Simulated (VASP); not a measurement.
# Si (I4_1/amd) in VASP: further runs

Si is run at these levels: LDA; tasks: single point.

All numbers are computed with VASP 6.6.1; they aren't measurements. Logs are shortened: lines on timing, memory, paths and dates and some standing lists are left out, and cuts for length are marked.

**1. The cell of the first run**

It takes space group I4_1/amd (No. 141, tetragonal). Conventional cell: a = 4.814 Å, b = 4.814 Å, c = 2.619 Å, α = 90.00°, β = 90.00°, γ = 90.00°. Within 3.3 Å of Si (site symmetry -4m2) lie 10 Si at 2.49 to 3.11 Å.

**2. Single point, LDA (strain +0.015 along x and y, -0.015 along z)**

Contents of INCAR:

```
SYSTEM = Si
PREC     = Accurate       ! precision mode
ENCUT    = 520            ! plane-wave cutoff, eV
EDIFF    = 1E-6           ! SCF threshold, eV
ISMEAR   = 0              ! smearing method
SIGMA    = 0.15           ! smearing width, eV
LREAL    = .FALSE.        ! projectors in reciprocal space
LASPH    = .TRUE.         ! aspherical terms in the spheres
NELM     = 80             ! most SCF steps
ALGO     = Normal         ! electronic algorithm
ISIF     = 2              ! what is computed and relaxed
LWAVE    = .FALSE.        ! write WAVECAR
LCHARG   = .FALSE.        ! write CHGCAR
NBANDS   = 11             ! bands
```

Contents of KPOINTS:

```
regular mesh
0
G
  20 20 20
  0 0 0
```

Contents of POSCAR:

```
Si
1.0
   -2.4069428891      2.4069428891      1.3093264091
    2.4069428891     -2.4069428891      1.3093264091
    2.4069428891      2.4069428891     -1.3093264091
Si
2
Direct
    0.2500000000      0.7500000000      0.5000000000
    0.5000000000      0.5000000000      0.0000000000
```

Potentials or basis: VASP PAW LDA potentials, release 64 (Si).

Started as:

```console
> cat potpaw_LDA.64/Si/POTCAR > POTCAR
> mpirun -np 1 vasp_std > vasp.out
```

OUTCAR:

```text
SYSTEM = Si
   PREC = Accurate
   ENCUT = 520
   EDIFF = 1E-6
   ISMEAR = 0
   LREAL = .FALSE.
   LASPH = .TRUE.
   NELM = 80
   ISIF = 2

 ion  position               nearest neighbor table
   1  0.250  0.750  0.500-   2 2.49   2 2.49   2 2.49   2 2.49   2 3.11   2 3.11   2 3.11   2 3.11

   2  0.500  0.500  0.000-   1 2.49   1 2.49   1 2.49   1 2.49   1 3.11   1 3.11   1 3.11   1 3.11

  LATTYP: Found a body centered tetragonal cell.
 ALAT       =     4.8138857782
 C/A-ratio  =     0.5439790097

  Lattice vectors:

 A1 = (  -2.4069428891,   2.4069428891,   1.3093264091)
 A2 = (   2.4069428891,  -2.4069428891,   1.3093264091)
 A3 = (   2.4069428891,   2.4069428891,  -1.3093264091)

Analysis of symmetry for initial positions (statically):
=====================================================================
 Subroutine PRICEL returns:
 Original cell was already a primitive cell.

 Routine SETGRP: Setting up the symmetry group for a
 body centered tetragonal supercell.

 Subroutine GETGRP returns: Found 16 space group operations
 (whereof  8 operations were pure point group operations)
 out of a pool of 16 trial point group operations.

The static configuration has the point symmetry D_2d.
 The point group associated with its full space group is D_4h.

Analysis of symmetry for dynamics (positions and initial velocities):
=====================================================================
 Subroutine PRICEL returns:
 Original cell was already a primitive cell.

 Routine SETGRP: Setting up the symmetry group for a
 body centered tetragonal supercell.

 Subroutine GETGRP returns: Found 16 space group operations
 (whereof  8 operations were pure point group operations)
 out of a pool of 16 trial point group operations.

The dynamic configuration has the point symmetry D_2d.
 The point group associated with its full space group is D_4h.

 Subroutine INISYM returns: Found 16 space group operations
 (whereof  8 operations are pure point group operations),
 and found     1 'primitive' translations

----------------------------------------------------------------------------------------

                                     Primitive cell

  volume of cell :      30.3417

  direct lattice vectors                    reciprocal lattice vectors
    -2.406942889  2.406942889  1.309326409     0.000000000  0.207732390  0.381875747
     2.406942889 -2.406942889  1.309326409     0.207732390  0.000000000  0.381875747
     2.406942889  2.406942889 -1.309326409     0.207732390  0.207732390  0.000000000

  length of vectors
[... 92 lines left out ...]
   PSTRESS=    0.0 pullay stress
   NELECT =       8.0000    total number of electrons
   NUPDOWN=      -1.0000    fix difference up-down
   EMIN   =  10.00;   EMAX   =-10.00  energy-range for DOS
   EFERMI =   0.00;   METHOD = LEGACY
   ISMEAR =     0;   SIGMA  =   0.15  broadening in eV -4-tet -1-fermi 0-gaus
   EFERMI_NEDOS =   21; number of points for ismear=-14 and -15
   IALGO  =     38    algorithm
   IMIX   =      4    mixing-type and parameters
     AMIX     =   0.40;   BMIX     =  1.00
     AMIX_MAG =   1.60;   BMIX_MAG =  1.00
  volume/ion in A,a.u.               =      15.17       102.38
  Fermi-wavevector in a.u.,A,eV,Ry     =   1.049764  1.983766 14.993680  1.102004
  Thomas-Fermi vector in A             =   2.184740
   LORBIT       =      0    0 simple, 1 ext, 2 COOP (PROOUT), +10 PAW based schemes
   GGA     = CA    functional components
   LHFCALC =     F    Hartree Fock is set to
   AEXX    =    0.0000 exact exchange contribution
   IVDW    =     0    specifies the selected vdW correction
   LEPSILON=     F    determine dielectric tensor
   LRPA    =     F    only Hartree local field effects (RPA)
 non-spin polarized calculation
 Gauss-broadening in eV      SIGMA  =   0.15
  energy-cutoff  :      520.00
  volume of cell :       30.34
 maximum number of plane-waves:       831
   NGX = 13   NGY = 13   NGZ = 13

 number of electron       7.9999999 magnetization

 Free energy of the ion-electron system (eV)
  ---------------------------------------------------
  ext. energy  EPLUGINS =         0.00000000
  ---------------------------------------------------
  free energy    TOTEN  =       -11.49967755 eV

  energy without entropy =      -11.49151310  energy(sigma->0) =      -11.49559532

 E-fermi :   9.1629     XC(G=0): -11.0078

 val. band max:        9.1606612322   @ k =  -0.1500  -0.4500   0.0500
 cond. band min:       9.1654258672   @ k =   0.1500   0.0500   0.0000
 fundamental gap:      0.0047646350
 Fermi energy:         9.1628844720

 k-point     1 :       0.0000    0.0000    0.0000
  band No.  band energies     occupation
      1      -4.5645      2.00000
      2       6.6106      2.00000
      3       6.6106      2.00000
      4       6.8928      2.00000
      5      10.7160      0.00000
      6      16.8046      0.00000
      7      17.8566      0.00000
      8      17.8566      0.00000
      9      18.6519      0.00000
     10      19.2884      0.00000
     11      19.7973      0.00000
[... 309 lines left out ...]
 k-point    24 :      -0.3500    0.0500   -0.0000
  band No.  band energies     occupation
      1      -1.9269      2.00000
      2       4.8911      2.00000
      3       6.5572      2.00000
      4       7.9253      2.00000
      5      10.8279      0.00000
      6      13.0581      0.00000
      7      13.3206      0.00000
      8      14.0134      0.00000
      9      16.3286      0.00000
     10      16.8721      0.00000
     11      20.6596      0.00000

 [... further k-points ...]

------------------------ aborting loop because EDIFF is reached ----------------------------------------

  FORCE on cell =-STRESS in cart. coord.  units (eV):
  Direction    XX          YY          ZZ          XY          YZ          ZX
  --------------------------------------------------------------------------------------
  -------------------------------------------------------------------------------------
  Total       -0.5986894     -0.5986894     -0.3205559      0.0000000      0.0000000      0.0000000
  in kB      -31.6135066    -31.6135066    -16.9267999      0.0000000      0.0000000      0.0000000
  external PRESSURE =     -26.7179377 kB  Pullay stress =       0.0000000 kB

 VOLUME and BASIS-vectors are now :
 -----------------------------------------------------------------------------
  energy-cutoff  :      520.00
  volume of cell :       30.34
      direct lattice vectors                 reciprocal lattice vectors
    -2.406942889  2.406942889  1.309326409     0.000000000  0.207732390  0.381875747
     2.406942889 -2.406942889  1.309326409     0.207732390  0.000000000  0.381875747
     2.406942889  2.406942889 -1.309326409     0.207732390  0.207732390  0.000000000

 POSITION                                       TOTAL-FORCE (eV/Angst)
 -----------------------------------------------------------------------------------
      2.40694     -0.00000      0.65466         0.000000     -0.000000      0.000000
      0.00000      0.00000      1.30933        -0.000000      0.000000     -0.000000
 -----------------------------------------------------------------------------------
    total drift:                                0.000000      0.000000      0.000000

  FREE ENERGIE OF THE ION-ELECTRON SYSTEM (eV)
  ---------------------------------------------------
  free  energy   TOTEN  =       -11.4996775462 eV

  energy  without entropy=      -11.4915130974  energy(sigma->0) =      -11.49559532
```

OSZICAR:

```text
N       E                     dE             d eps       ncg     rms          rms(c)
DAV:   1     0.393979702049E+01    0.39398E+01   -0.33669E+03 14102   0.608E+02
DAV:   2    -0.111069888618E+02   -0.15047E+02   -0.14516E+02 18553   0.817E+01
DAV:   3    -0.115280085286E+02   -0.42102E+00   -0.41755E+00 18254   0.115E+01
DAV:   4    -0.115298998449E+02   -0.18913E-02   -0.18910E-02 16968   0.970E-01
DAV:   5    -0.115299095414E+02   -0.96965E-05   -0.96960E-05 17894   0.635E-02    0.423E+00
DAV:   6    -0.115113527047E+02    0.18557E-01   -0.28724E-03 16157   0.258E-01    0.243E+00
DAV:   7    -0.114997468350E+02    0.11606E-01   -0.62077E-03 15677   0.389E-01    0.185E-01
DAV:   8    -0.114996808477E+02    0.65987E-04   -0.29381E-04 17393   0.989E-02    0.219E-02
DAV:   9    -0.114996780225E+02    0.28252E-05   -0.75714E-06 17299   0.172E-02    0.960E-03
DAV:  10    -0.114996775462E+02    0.47626E-06   -0.10934E-06 10718   0.502E-03
   1 F= -.11499678E+02 E0= -.11495595E+02  d E =-.816445E-02
```

stdout:

```text
POSCAR found type information on POSCAR Si
 POSCAR found :  1 types and       2 ions
 scaLAPACK will be used
 LDA part: xc-table for (Slater(with rela. corr.)+CA(PZ))
 , standard interpolation
 POSCAR, INCAR and KPOINTS ok, starting setup
 FFT: planning ... GRIDC
 FFT: planning ... GRID_SOFT
 FFT: planning ... GRID
 WAVECAR not read
 entering main loop
```

Run time: 90 s. Hardware: 1 thread of AMD EPYC 9R45 (Zen 5), shared host; peak memory 0.24 GiB.

What came out:

```yaml
Free_energy: -11.4997 eV
Pressure: -2.7 GPa
Band_gap_on_the_k_mesh: zero (bands 4 and 5 overlap by 6.29 eV)
```

Stress tensor (GPa, compression positive):
```
-3.16  0.00  0.00
 0.00 -3.16  0.00
 0.00  0.00 -1.69
```

Caveat: the cell differs from its parent crystal (strain +0.015 along x and y, -0.015 along z).

**3. Single point, LDA (strain +0.000 along x and y, +0.015 along z)**

Contents of INCAR:

```
SYSTEM = Si
ALGO = Normal
EDIFF = 1E-7
ENCUT = 520
ISIF = 2
ISMEAR = 0
LASPH = .True.
LCHARG = .False.
LREAL = .False.
LWAVE = .False.
NBANDS = 11
NELM = 60
PREC = Accurate
SIGMA = 0.15
```

Contents of KPOINTS:

```
k-points
0
Gamma
  20 20 20
  0 0 0
```

Contents of POSCAR:

```
Si
1.0
   -2.3713723045      2.3713723045      1.3492043707
    2.3713723045     -2.3713723045      1.3492043707
    2.3713723045      2.3713723045     -1.3492043707
Si
2
Direct
    0.2500000000      0.7500000000      0.5000000000
    0.5000000000      0.5000000000      0.0000000000
```

Potentials or basis: VASP PAW LDA potentials, release 64 (Si).

Started as:

```console
> cat potpaw_LDA.64/Si/POTCAR > POTCAR
> mpirun -np 1 vasp_std > vasp.out
```

Run time: 98 s. Hardware: 1 thread of AMD EPYC 9R45 (Zen 5), shared host; peak memory 0.24 GiB.

The run converged. Its results:

```
Free energy            : -11.4957 eV
Pressure               : -2.2 GPa
Band gap on the k mesh : zero (bands 4 and 5 overlap by 6.74 eV)
```

Stress tensor (GPa, compression positive):
```
-1.25  0.00  0.00
 0.00 -1.25  0.00
 0.00  0.00 -4.03
```

Levels at points of the mesh, in eV from the Fermi level:
| k point | band 1 | band 2 | band 3 | band 4 | band 5 | band 6 | band 7 | band 8 |
| --- | --- | --- | --- | --- | --- | --- | --- | --- |
| (0.00, 0.00, 0.00) | -13.74 | -2.33 | -2.33 | -1.64 | 1.69 | 7.29 | 8.55 | 8.97 |
| (0.50, 0.00, 0.00) | -7.83 | -6.85 | -2.03 | -1.89 | -1.56 | 1.08 | 4.50 | 5.49 |
| (0.50, 0.50, 0.00) | -10.59 | -10.59 | 0.49 | 0.49 | 2.86 | 2.86 | 7.63 | 7.63 |
| (0.50, 0.50, 0.50) | -8.12 | -8.12 | -6.72 | -6.72 | 5.10 | 5.10 | 13.06 | 13.06 |

Caveat: the cell differs from its parent crystal (strain +0.000 along x and y, +0.015 along z).

**4. Single point, LDA (strain +0.000 along x and y, +0.030 along z)**

Contents of INCAR:

```
ALGO = Normal
EDIFF = 1E-6
ENCUT = 520
GGA = CA
ISIF = 2
ISMEAR = 0
LASPH = True
LCHARG = True
LELF = True
LREAL = False
LVHAR = True
LWAVE = False
NBANDS = 11
NELM = 80
PREC = Accurate
SIGMA = 0.15
```

Contents of KPOINTS:

```
k-points
0
Gamma
  20 20 20
```

Contents of POSCAR:

```
Si
1.0
   -2.3713723045      2.3713723045      1.3691433516
    2.3713723045     -2.3713723045      1.3691433516
    2.3713723045      2.3713723045     -1.3691433516
Si
2
Direct
    0.2500000000      0.7500000000      0.5000000000
    0.5000000000      0.5000000000      0.0000000000
```

Started as:

```console
> cat potpaw_LDA.64/Si/POTCAR > POTCAR
> mpirun -np 1 vasp_std > vasp.out
```

It took 85 s on 1 thread of AMD EPYC 9R45 (Zen 5), shared host; peak memory 0.24 GiB.

It converged, with:

* Free energy: -11.4819 eV
* Pressure: -3.4 GPa
* Band gap on the k mesh: zero (bands 4 and 5 overlap by 6.78 eV)

Stress tensor (GPa, compression positive):
```
-2.24  0.00  0.00
 0.00 -2.24  0.00
 0.00  0.00 -5.83
```

Levels at points of the mesh, in eV from the Fermi level:
| k point | band 2 | band 3 | band 4 | band 5 | band 6 | band 7 |
| --- | --- | --- | --- | --- | --- | --- |
| (0.00, 0.00, 0.00) | -2.22 | -2.22 | -1.48 | 1.79 | 7.05 | 8.14 |
| (0.50, 0.00, 0.00) | -6.83 | -1.96 | -1.94 | -1.59 | 1.11 | 4.46 |
| (0.50, 0.50, 0.00) | -10.46 | 0.58 | 0.58 | 3.00 | 3.00 | 7.26 |
| (0.50, 0.50, 0.50) | -7.99 | -6.61 | -6.61 | 4.74 | 4.74 | 12.97 |

Caveat: the cell differs from its parent crystal (strain +0.000 along x and y, +0.030 along z); the cell stands under tension.

**5. Summary**

```csv
cell,gap on the mesh (eV),pressure (GPa)
"a = 3.647 Å, angles 97.4, 97.4, 137.9°, 2 atoms",none,-2.7
"a = 3.615 Å, angles 98.0, 98.0, 136.2°, 2 atoms",none,-2.2
"a = 3.622 Å, angles 98.2, 98.2, 135.6°, 2 atoms",none,-3.4
```

Alike in all rows: task single point; level LDA; potentials or basis VASP PAW LDA potentials, release 64 (Si); no spin polarisation; k mesh 20 × 20 × 20; cutoff (eV) 520; smearing gaussian 0.15 eV.

Caveats: the cell stands under tension (at least some runs).

Total energies depend on the potentials used, so only differences within one code and one set of settings carry meaning.

The gap in the log of VASP goes by the Fermi energy; the results here count the filled bands.